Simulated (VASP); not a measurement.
A run of VASP 6.6.1:

The input INCAR:

```
  PREC = Accurate
  ENCUT = 520
  EDIFF = 1E-7
  ISMEAR = 0
  SIGMA = 0.15
  LREAL = F
  LASPH = T
  NELM = 60
  ALGO = Fast
  ISIF = 2
  LWAVE = F
  LCHARG = F
  GGA = PS
  NBANDS = 12
```

KPOINTS

```
Automatic mesh
0
Gamma
  22 22 22
```

POSCAR

```
Ta
1.0
   -1.5616724086      1.5616724086      1.9541206849
    1.5616724086     -1.5616724086      1.9541206849
    1.5616724086      1.5616724086     -1.9541206849
Ta
1
Direct
    0.0000000000      0.0000000000      0.0000000000
```

Potentials or basis: VASP PAW PBE potentials, release 64 (Ta_pv).

The run is started by

```sh
$ cat potpaw_PBE.64/Ta_pv/POTCAR > POTCAR
$ mpirun -np 1 vasp_std > vasp.out
```

Hardware: 1 thread of AMD EPYC 7R43 64-Core Processor (Zen 3), on a shared host.

Q: How long does it take, and how much memory?

A: Run time: 6.7 min on 1 thread of AMD EPYC 7R43 64-Core Processor (Zen 3), on a shared host, peak memory 0.25 GiB. Counts: scf iterations 15, k points 834.
